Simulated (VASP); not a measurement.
# MgS (Fm-3m) in VASP: G0W0 quasiparticle levels with PBE

Aim: the G0W0 quasiparticle levels of MgS with PBE.

Program: VASP 6.6.1. These are calculated values, not measurements. Logs are shortened: lines on timing, memory, paths and dates and some standing lists are left out, and cuts for length are marked.

### 1 The cell of the first run

It takes space group Fm-3m (No. 225, cubic). The conventional cell has a = 5.203 Å, b = 5.203 Å, c = 5.203 Å, α = 90.00°, β = 90.00°, γ = 90.00°. Within 3.4 Å of Mg (site symmetry m-3m) lie 6 S at 2.60 Å. Within 3.4 Å of S (site symmetry m-3m) lie 6 Mg at 2.60 Å.

### 2 G0W0 quasiparticle levels, PBE

Input file POSCAR:

```
MgS
1.0
    0.0000000000      2.6015176528      2.6015176528
    2.6015176528      0.0000000000      2.6015176528
    2.6015176528      2.6015176528      0.0000000000
Mg S
1 1
Direct
    0.0000000000      0.0000000000      0.0000000000
    0.5000000000      0.5000000000      0.5000000000
```

Input file INCAR.step1:

```
SYSTEM = MgS
PREC = Accurate
ENCUT = 500
EDIFF = 1E-8
ISMEAR = 0
SIGMA = 0.01
LREAL = .FALSE.
LASPH = .TRUE.
NELM = 80
ALGO = Normal
LWAVE = .TRUE.
LCHARG = .FALSE.
GGA = PE
```

Input file INCAR.step2:

```
SYSTEM = MgS
PREC = Accurate
ENCUT = 500
EDIFF = 1E-8
ISMEAR = 0
SIGMA = 0.01
LREAL = .FALSE.
LASPH = .TRUE.
NELM = 1
ALGO = Exact
LWAVE = .TRUE.
LCHARG = .FALSE.
GGA = PE
NBANDS = 109
LOPTICS = .TRUE.
ISTART = 1
```

Input file INCAR.step3:

```
SYSTEM = MgS
PREC = Accurate
ENCUT = 500
EDIFF = 1E-8
ISMEAR = 0
SIGMA = 0.01
LREAL = .FALSE.
LASPH = .TRUE.
ALGO = EVGW0
LWAVE = .FALSE.
LCHARG = .FALSE.
GGA = PE
NELMGW = 1
NBANDS = 109
ENCUTGW = 120.0
NOMEGA = 96
PRECFOCK = Fast
ISTART = 1
NBANDSGW = 12
OMEGAMAX = 20
```

Input file KPOINTS:

```
regular mesh
0
G
  6 6 6
  0 0 0
```

Potentials or basis: VASP PAW PBE potentials, release 64 (Mg_GW, S_GW).

Launch:

```sh
$ cat potpaw_PBE.64/Mg_GW/POTCAR potpaw_PBE.64/S_GW/POTCAR > POTCAR
$ cp INCAR.step1 INCAR
$ mpirun -np 1 vasp_std > vasp.out
$ cp INCAR.step2 INCAR
$ mpirun -np 1 vasp_std > vasp.out
$ cp INCAR.step3 INCAR
$ mpirun -np 1 vasp_std > vasp.out
```

OUTCAR:

```text
SYSTEM = MgS
   PREC = Accurate
   ENCUT = 500
   EDIFF = 1E-8
   ISMEAR = 0
   LREAL = .FALSE.
   LASPH = .TRUE.
   GGA = PE
   NELMGW = 1
   ENCUTGW = 120.0
   PRECFOCK = Fast
   ISTART = 1

 ion  position               nearest neighbor table
   1  0.000  0.000  0.000-
   2  0.500  0.500  0.500-

  LATTYP: Found a face centered cubic cell.
 ALAT       =     5.2030353056

  Lattice vectors:

 A1 = (   0.0000000000,   2.6015176528,   2.6015176528)
 A2 = (   2.6015176528,   0.0000000000,   2.6015176528)
 A3 = (   2.6015176528,   2.6015176528,   0.0000000000)

Analysis of symmetry for initial positions (statically):
=====================================================================
 Subroutine PRICEL returns:
 Original cell was already a primitive cell.

 Routine SETGRP: Setting up the symmetry group for a
 face centered cubic supercell.

 Subroutine GETGRP returns: Found 48 space group operations
 (whereof 48 operations were pure point group operations)
 out of a pool of 48 trial point group operations.

The static configuration has the point symmetry O_h .

Analysis of symmetry for dynamics (positions and initial velocities):
=====================================================================
 Subroutine PRICEL returns:
 Original cell was already a primitive cell.

 Routine SETGRP: Setting up the symmetry group for a
 face centered cubic supercell.

 Subroutine GETGRP returns: Found 48 space group operations
 (whereof 48 operations were pure point group operations)
 out of a pool of 48 trial point group operations.

The dynamic configuration has the point symmetry O_h .

 Subroutine INISYM returns: Found 48 space group operations
 (whereof 48 operations are pure point group operations),
 and found     1 'primitive' translations

----------------------------------------------------------------------------------------

                                     Primitive cell

  volume of cell :      35.2136

  direct lattice vectors                    reciprocal lattice vectors
     0.000000000  2.601517653  2.601517653    -0.192195505  0.192195505  0.192195505
     2.601517653  0.000000000  2.601517653     0.192195505 -0.192195505  0.192195505
     2.601517653  2.601517653  0.000000000     0.192195505  0.192195505 -0.192195505

  length of vectors
     3.679101547  3.679101547  3.679101547     0.332892380  0.332892380  0.332892380

  position of ions in fractional coordinates (direct lattice)
     0.000000000  0.000000000  0.000000000
     0.500000000  0.500000000  0.500000000

  ion indices of the primitive-cell ions
   primitive index   ion index
                 1           1
                 2           2

----------------------------------------------------------------------------------------

 KPOINTS: regular mesh

Automatic generation of k-mesh.
 Grid dimensions read from file:
 generate k-points for:    6    6    6

 Generating k-lattice:

  Cartesian coordinates                     Fractional coordinates (reciprocal lattice)
    -0.032032584  0.032032584  0.032032584     0.166666667  0.000000000  0.000000000
     0.032032584 -0.032032584  0.032032584     0.000000000  0.166666667  0.000000000
     0.032032584  0.032032584 -0.032032584     0.000000000  0.000000000  0.166666667

  Length of vectors
     0.055482063  0.055482063  0.055482063

  Shift w.r.t. Gamma in fractional coordinates (k-lattice)
     0.000000000  0.000000000  0.000000000

 Subroutine IBZKPT returns following result:
 ===========================================

 Found     16 irreducible k-points:

 Following reciprocal coordinates:
            Coordinates               Weight
  0.000000  0.000000  0.000000      1.000000
  0.166667  0.000000  0.000000      8.000000
  0.333333  0.000000  0.000000      8.000000
  0.500000  0.000000  0.000000      4.000000
  0.166667  0.166667  0.000000      6.000000
  0.333333  0.166667  0.000000     24.000000
[... 8 lines left out ...]
 -0.333333  0.333333  0.166667     24.000000
 -0.333333  0.500000  0.166667     12.000000
   k-points           NKPTS =     16   k-points in BZ     NKDIM =    216   number of bands    NBANDS=    109
   number of dos      NEDOS =    301   number of ions     NIONS =      2
   total plane-waves  NPLWV =  21952
   dimension x,y,z NGX =    28 NGY =   28 NGZ =   28
   dimension x,y,z NGXF=    56 NGYF=   56 NGZF=   56
   ions per type =               1   1
   NGX,Y,Z   is equivalent  to a cutoff of  12.65, 12.65, 12.65 a.u.
   NGXF,Y,Z  is equivalent  to a cutoff of  25.30, 25.30, 25.30 a.u.
 SYSTEM =  MgS
   PREC   = accura    normal or accurate (medium, high low for compatibility)
   ISTART =      1    job   : 0-new  1-cont  2-samecut
   ICHARG =      0    charge: 1-file 2-atom 10-const
   ISPIN  =      1    spin polarized calculation?
   LNONCOLLINEAR =      F non collinear calculations
   LSORBIT =      F    spin-orbit coupling
   LASPH  =      T    aspherical Exc in radial PAW
   ENCUT  =  500.0 eV  36.75 Ry    6.06 a.u.   6.71  6.71  6.71*2*pi/ulx,y,z
   NELM   =     60;   NELMIN=  2; NELMDL=  0     # of ELM steps
   EDIFF  = 0.1E-07   stopping-criterion for ELM
   LREAL  =      F    real-space projection
   EDIFFG = 0.1E-06   stopping-criterion for IOM
   NSW    =      0    number of steps for IOM
   IBRION =     -1    ionic relax: 0-MD 1-quasi-New 2-CG
   NFREE  =      0    steps in history (QN), initial steepest desc. (CG)
   ISIF   =      0    stress and relaxation
   ISYM   =      3    0-nonsym 1-usesym 2-fastsym
   POTIM  = 0.5000    time-step for ionic-motion
   TEBEG  =    0.0;   TEEND  =   0.0 temperature during run
   PSTRESS=    0.0 pullay stress
   NELECT =       8.0000    total number of electrons
   NUPDOWN=      -1.0000    fix difference up-down
   EMIN   =  10.00;   EMAX   =-10.00  energy-range for DOS
   EFERMI =   0.00;   METHOD = LEGACY
   ISMEAR =     0;   SIGMA  =   0.01  broadening in eV -4-tet -1-fermi 0-gaus
   EFERMI_NEDOS =   21; number of points for ismear=-14 and -15
   IALGO  =     38    algorithm
   IMIX   =      4    mixing-type and parameters
     AMIX     =   0.40;   BMIX     =  1.00
     AMIX_MAG =   1.60;   BMIX_MAG =  1.00
  volume/ion in A,a.u.               =      17.61       118.82
  Fermi-wavevector in a.u.,A,eV,Ry     =   0.998929  1.887703 13.576704  0.997860
  Thomas-Fermi vector in A             =   2.131186
   LORBIT       =      0    0 simple, 1 ext, 2 COOP (PROOUT), +10 PAW based schemes
   GGA     = PE    functional components
   LHFCALC =     T    Hartree Fock is set to
   PRECFOCK=fast      Normal, Fast or Accurate (Low or Medium for compatibility)
   ENCUT4O =  -1.0   cutoff for four orbital integrals eV
   NKREDX  =     1    reduce k-point grid by
   NKREDY  =     1    reduce k-point grid by
   NKREDZ  =     1    reduce k-point grid by
   AEXX    =    1.0000 exact exchange contribution
   HFSCREEN=    0.0000 screening length (either q_TF or 0.3 A-1)
   HFSCREENC=   0.0000 screening length for correlation (either q_TF or 0.3 A-1)
   ENCUTFOCK=  -1.0 apply spherical cutoff to Coloumb kernel
   IVDW    =     0    specifies the selected vdW correction
   LEPSILON=     F    determine dielectric tensor
   LRPA    =     F    only Hartree local field effects (RPA)
   LRPAFORCE           =     F    calculate RPA forces
   ENCUTGW             = 120.0    cutoff for response function in eV
   ENCUTGWSOFT         =  96.0    soft cutoff for Coulomb kernel in GW response function in eV
   ENCUTLF             =  -1.0    cutoff for local field effects
   NELMGW              =     1    number of iterations in solving QP/BSE equation
   NELMHF              =     1    number of iterations in the inner HF iteration
   NKREDLFX            =     1    NKREDLFY  =   1   NKREDLFZ  =   1
 non-spin polarized calculation
 Gauss-broadening in eV      SIGMA  =   0.01
  energy-cutoff  :      500.00
  volume of cell :       35.21
 maximum number of plane-waves:       911
  NGX = 16; NGY = 16; NGZ = 16
   NGX = 13   NGY = 13   NGZ = 13
 maximum number of plane-waves:       113
 NGX is ok and might be reduce to    14

 QP shifts <psi_nk| G(iteration)W_0 |psi_nk>: iteration 1
 for sc-GW calculations column KS-energies equals QP-energies in previous step
 and V_xc(KS)=  KS-energies - (<T + V_ion + V_H > + <T+V_H+V_ion>^1  + <V_x>^1)

 k-point   1 :       0.0000    0.0000    0.0000
  band No.  KS-energies  QP-energies   sigma(KS)   V_xc(KS)     V^pw_x(r,r')   Z            occupation Imag(sigma)

      1      -8.9282      -9.6600     -13.6520     -12.5972     -20.8565       0.6938       2.0000       1.4262
      2       3.7431       2.8836     -14.4126     -13.2978     -16.1595       0.7710       2.0000       0.0337
      3       3.7431       2.8836     -14.4126     -13.2978     -16.1595       0.7710       2.0000       0.0337
      4       3.7431       2.8836     -14.4126     -13.2978     -16.1595       0.7710       2.0000       0.0337
      5       7.4507       8.0557      -9.2564     -10.0111      -5.5077       0.8017       0.0000      -0.0531
      6      11.6609      12.2716      -8.5889      -9.3628      -4.2766       0.7891       0.0000      -0.0730
      7      11.6609      12.2716      -8.5889      -9.3628      -4.2766       0.7891       0.0000      -0.0730
      8      11.6609      12.2716      -8.5889      -9.3628      -4.2766       0.7891       0.0000      -0.0730
      9      14.0089      14.8029      -9.4339     -10.4743      -4.5972       0.7632       0.0000      -0.1284
     10      14.0089      14.8029      -9.4339     -10.4743      -4.5972       0.7632       0.0000      -0.1284
     11      16.2930      16.2864      -7.2860      -7.2772      -1.8375       0.7458       0.0000      -0.2612
     12      16.9243      17.3962      -7.8250      -8.4562      -2.0560       0.7475       0.0000      -0.3879

 k-point   2 :       0.1667    0.0000    0.0000
  band No.  KS-energies  QP-energies   sigma(KS)   V_xc(KS)     V^pw_x(r,r')   Z            occupation Imag(sigma)
[... 225 lines left out ...]
      1      -7.2169      -7.7586     -14.5588     -13.7829     -21.4171       0.6982       2.0000       1.0537
      2      -0.0083      -1.1069     -12.5574     -11.0560     -15.3883       0.7317       2.0000       0.0828
      3       1.1637       0.1148     -12.9626     -11.5643     -15.3665       0.7501       2.0000       0.0589
      4       1.5297       0.5626     -12.8891     -11.6095     -15.0965       0.7558       2.0000       0.0526
      5       8.1418       8.8077      -9.0095      -9.8473      -5.3187       0.7948       0.0000      -0.0562
      6       9.9502      10.4538      -8.8111      -9.4449      -4.7661       0.7947       0.0000      -0.0636
      7      12.8616      13.5629      -8.9368      -9.8600      -4.0747       0.7596       0.0000      -0.1196
      8      13.5119      14.1394      -9.8317     -10.6640      -4.8781       0.7539       0.0000      -0.1213
      9      17.5151      18.0554      -9.1503      -9.8830      -3.1643       0.7374       0.0000      -0.4413
     10      18.7096      19.2629      -9.3276     -10.0683      -3.2525       0.7469       0.0000      -0.5217
     11      19.0882      19.7602      -9.7700     -10.6662      -3.7272       0.7498       0.0000      -0.5483
     12      19.3963      20.2432     -10.8484     -11.9875      -4.7139       0.7435       0.0000      -0.4766
```

Wall time 5.4 min (1 thread of AMD EPYC 9R45 (Zen 5), shared host); peak memory 0.59 GiB.

What came out:

```yaml
Quasiparticle_gap: 4.25 eV
Least_direct_quasiparticle_gap: 5.17 eV
Band_gap_of_the_starting_levels_on_the_mesh: 2.77 eV
Least_direct_gap_of_the_starting_levels_on_the_mesh: 3.71 eV
```

Caveat: bands, screening cutoff and mesh are small and nothing is extrapolated, so the quasiparticle values aren't converged.
